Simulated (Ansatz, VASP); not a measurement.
# KI in VASP and in Ansatz

Contents of INCAR:

```
SYSTEM = KI
PREC = Accurate
ENCUT = 520
EDIFF = 1E-6
ISMEAR = 0
SIGMA = 0.01
LREAL = .False.
LASPH = .True.
NELM = 60
ALGO = Normal
ISIF = 2
LWAVE = .False.
LCHARG = .False.
GGA = PS
NBANDS = 15
```

File KPOINTS:

```
regular mesh
0
Gamma
  6 6 6
  0 0 0
```

POSCAR

```
KI
1.0
    0.0000000000      3.5327750000      3.5327750000
    3.5327750000      0.0000000000      3.5327750000
    3.5327750000      3.5327750000      0.0000000000
I K
1 1
Direct
    0.5000000000      0.5000000000      0.5000000000
    0.0000000000      0.0000000000      0.0000000000
```

The input input.yaml:

```yaml
crystal:
  lattice:
    - [0.0, 3.532775, 3.532775]
    - [3.532775, 0.0, 3.532775]
    - [3.532775, 3.532775, 0.0]
  atoms:
    - { symbol: I, position: [0.5, 0.5, 0.5] }
    - { symbol: K, position: [0.0, 0.0, 0.0] }
kpoints:
  mp_grid: { grid: [6, 6, 6] }
  band_path:
    path:
      - [0.0, 0.0, 0.0]
      - [0.5, 0.0, 0.5]
      - [0.625, 0.25, 0.625]
      - [0.375, 0.375, 0.75]
      - [0.5, 0.5, 0.5]
      - [0.5, 0.25, 0.75]
    npoints: 1
hamiltonian:
  xc: pbesol
scf:
  occupations: { method: fixed }
  n_extra_bands: 4
output:
  forces: true
  stress: true
  eigenvalues: true
  write_density: true
  write_potential: true
  elf: true
  volumetric_format: npy
```

Alike in both runs: functional PBEsol; k mesh 6 × 6 × 6; no spin polarisation.

```csv
,VASP,Ansatz
version,VASP 6.6.1,Ansatz 0.2.0
potentials or method,"VASP PAW PBE potentials, release 64 (I, K_sv)",Ansatz PAW
plane-wave cutoff (eV),520,420
occupations,"gaussian, width 0.01 eV",fixed
valence electrons in the cell,16,26
task,single point,band structure
```

```tsv
	VASP	Ansatz	Ansatz less VASP
gap on the k mesh at the Fermi level (eV)	3.81	3.82	+0.006
least direct gap on the mesh (eV)	3.81	3.82	+0.006
pressure (GPa)	-0.2	-0.3	-0.04
```

VASP's potentials were made for PBE, not for PBEsol. VASP's potentials hold 16 valence electrons a cell and Ansatz's 26, so a difference there can come from the potentials and not from the codes.

Spin-orbit coupling is off throughout.
